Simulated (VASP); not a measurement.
Set up this calculation in VASP 6.6.1, as the native input.

| Quantity | Value |
| --- | --- |
| Task | single point |
| Functional | PBEsol |
| Potentials or basis | VASP PAW PBE potentials, release 64 (Pt, S) |
| Cutoff | 500 eV |
| k mesh | 12 × 12 × 8 |
| Occupations | gaussian, width 0.02 eV |
| Spin | no spin polarisation |
| Dipole correction | no |
| Further INCAR settings | ALGO = Normal; EDIFF = 1e-06; NBANDS = 18 |

The structure of PtS2 lies in POSCAR:

```
PtS2
1.0
    3.5713268724      0.0000000001      0.0000000000
   -1.7856634363      3.0928597967      0.0000000000
    0.0000000000      0.0000000000      4.7682758087
Pt S
1 2
Direct
    0.0000000000      0.0000000000      0.0000000000
    0.3333333333      0.6666666667      0.2509462045
    0.6666666667      0.3333333333      0.7490537955
```

One way to write it, as run:

INCAR

```
SYSTEM = PtS2
PREC     = Accurate       ! precision mode
ENCUT    = 500            ! plane-wave cutoff, eV
EDIFF    = 1E-6           ! SCF threshold, eV
ISMEAR   = 0              ! smearing method
SIGMA    = 0.02           ! smearing width, eV
LREAL    = .FALSE.        ! projectors in reciprocal space
LASPH    = .TRUE.         ! aspherical terms in the spheres
NELM     = 120            ! most SCF steps
ALGO     = Normal         ! electronic algorithm
ISIF     = 2              ! what is computed and relaxed
LWAVE    = .FALSE.        ! write WAVECAR
LCHARG   = .FALSE.        ! write CHGCAR
GGA      = PS             ! functional
NBANDS   = 18             ! bands
GGA_COMPAT= .FALSE.
```

KPOINTS

```
regular mesh
0
G
  12 12 8
  0 0 0
```

Potentials or basis: VASP PAW PBE potentials, release 64 (Pt, S).

Run with:

```console
$ cat potpaw_PBE.64/Pt/POTCAR potpaw_PBE.64/S/POTCAR > POTCAR
$ mpirun -np 1 vasp_std > vasp.out
```

It gave:

| Quantity | Value |
| --- | --- |
| Pressure | -0.2 GPa |
| Largest force | 0.023 eV/Å |
| Band gap on the k mesh | 0.25 eV (least direct gap 0.67 eV) |

Caveat: the PAW data sets were made with another functional, which shifts forces and pressure a little; spin-orbit coupling is left out, which moves the levels of the heavy elements.

It took 49 s on 1 thread of Intel(R) Xeon(R) 6975P-C (Granite Rapids) (shared host), peak memory 0.25 GiB.
